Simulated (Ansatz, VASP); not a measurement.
Two plane-wave programs on KPd

```
K Pd
1.0
     3.53302    0.00000    0.00000
     0.00000    3.53302    0.00000
     0.00000    0.00000    3.53302
K Pd
1 1
Direct
  0.00000 0.00000 0.00000
  0.50000 0.50000 0.50000
```

Change from the starting cell: volume scaled by 0.9, PAW files.

Alike in both runs: task single point; functional PBEsol; k mesh 10 × 10 × 10; occupations fermi-dirac, width 0.05 eV; no spin polarisation.

```csv
,VASP,Ansatz
version,VASP 6.6.1,Ansatz 0.2.0
potentials or method,"VASP PAW PBE potentials, release 64 (K_sv, Pd)","PAW with Ansatz's default frozen-core files, scalar-relativistic"
plane-wave cutoff (eV),520,420
valence electrons in the cell,19,27
```

Ansatz gave:

```
pressure (GPa) : 3.5
```

Q: Which values does VASP return?

A: Pressure (GPa): 3.7.

VASP's potentials were made for PBE, not for PBEsol. VASP's potentials hold 19 valence electrons a cell and Ansatz's 27, so a difference there can come from the potentials and not from the codes.
